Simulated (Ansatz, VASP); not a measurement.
## LiF in VASP and in Ansatz

The input INCAR:

```
SYSTEM = LiF
  PREC = Accurate
  ENCUT = 520
  EDIFF = 1E-6
  ISMEAR = 0
  SIGMA = 0.05
  LREAL = .FALSE.
  LASPH = .TRUE.
  NELM = 80
  ALGO = Normal
  ISIF = 2
  LWAVE = .FALSE.
  LCHARG = .FALSE.
  NBANDS = 18
```

KPOINTS

```
regular mesh
0
G
  9 9 6
  0 0 0
```

File POSCAR:

```
LiF
1.0
    3.2614390407      0.0000000000      0.0000000000
   -1.6307195204      2.8244890622      0.0000000000
    0.0000000000      0.0000000000      4.6648362600
Li F
2 2
Direct
    0.3333333333      0.6666666667      0.3839784076
    0.6666666667      0.3333333333      0.8839784076
    0.3333333333      0.6666666667      0.9910195924
    0.6666666667      0.3333333333      0.4910195924
```

Input for Ansatz:

```yaml
crystal:
  lattice:
    - [3.2614390407, 0.0, 0.0]
    - [-1.6307195204, 2.8244890622, 0.0]
    - [0.0, 0.0, 4.66483626]
  atoms:
    - { symbol: Li, position: [0.3333333333, 0.6666666667, 0.3839784076] }
    - { symbol: Li, position: [0.6666666667, 0.3333333333, 0.8839784076] }
    - { symbol: F, position: [0.3333333333, 0.6666666667, 0.9910195924] }
    - { symbol: F, position: [0.6666666667, 0.3333333333, 0.4910195924] }
basis:
  ecutwfc: 520.0
kpoints:
  mp_grid: { grid: [9, 9, 6] }
hamiltonian:
  xc: lda
scf:
  occupations: { method: gaussian, width: 0.05 }
output:
  forces: true
  stress: true
  eigenvalues: true
```

Alike in both runs: task single point; functional LDA; k mesh 9 × 9 × 6; occupations gaussian, width 0.05 eV; no spin polarisation.

|  | VASP | Ansatz |
| --- | --- | --- |
| version | VASP 6.6.1 | Ansatz 0.2.0 |
| potentials or method | VASP PAW LDA potentials, release 64 (Li_sv, F), cutoff 520 eV | scalar-relativistic, plane waves, PAW |
| valence electrons in the cell | 20 | 20 |

Ansatz gave:

```
gap on the k mesh at the Fermi level (eV) : 7.01
least direct gap on the mesh (eV)         : 7.01
rms of the force components (eV/Å)        : 0.098
```

Q: Which values does VASP return?

A: gap on the k mesh at the Fermi level (eV): 6.99; least direct gap on the mesh (eV): 6.99; rms of the force components (eV/Å): 0.102.

LDA's correlation is that of Perdew and Zunger in VASP and of Perdew and Wang (1992) in Ansatz. Atom by atom the forces differ by 0.004 eV/Å (rms over components).

Noted on VASP's run: the cutoff is short for stress, so the pressure is rough.
